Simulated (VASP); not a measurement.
Ge, 8 atoms in the cell. Symmetry: Fd-3m, No. 227, cubic system. Conventional cell: a = 5.676 Å, b = 5.676 Å, c = 5.676 Å, α = 90.00°, β = 90.00°, γ = 90.00°. Within 3.2 Å of Ge (site symmetry -43m) lie 4 Ge at 2.46 Å. 

* Program: VASP 6.6.1
* Task: relaxation of cell and atoms
* Functional: PBEsol
* Potentials or basis: VASP PAW PBE potentials, release 64 (Ge_d)
* Cutoff: 600 eV
* k mesh: 4 × 4 × 4
* Occupations: gaussian, width 0.05 eV
* Spin: no spin polarisation
* Dipole correction: no
* Further INCAR settings: ALGO = Normal; EDIFF = 1e-06; IBRION = 2; EDIFFG = -0.003; NSW = 80; ISIF = 3

Potentials or basis: VASP PAW PBE potentials, release 64 (Ge_d).

Run with:

```console
$ cat potpaw_PBE.64/Ge_d/POTCAR > POTCAR
$ mpirun -np 1 vasp_std > vasp.out
```

Hardware: 1 thread of Intel(R) Xeon(R) Platinum 8259CL CPU @ 2.50GHz (Skylake/Cascade Lake), with other jobs on the host.

Question: Estimate the wall time of this run.

Answer: Wall time 8.5 min on 1 thread of Intel(R) Xeon(R) Platinum 8259CL CPU @ 2.50GHz (Skylake/Cascade Lake), with other jobs on the host, peak memory 0.37 GiB. Counts: scf iterations 29, k points 10, ion steps 4.
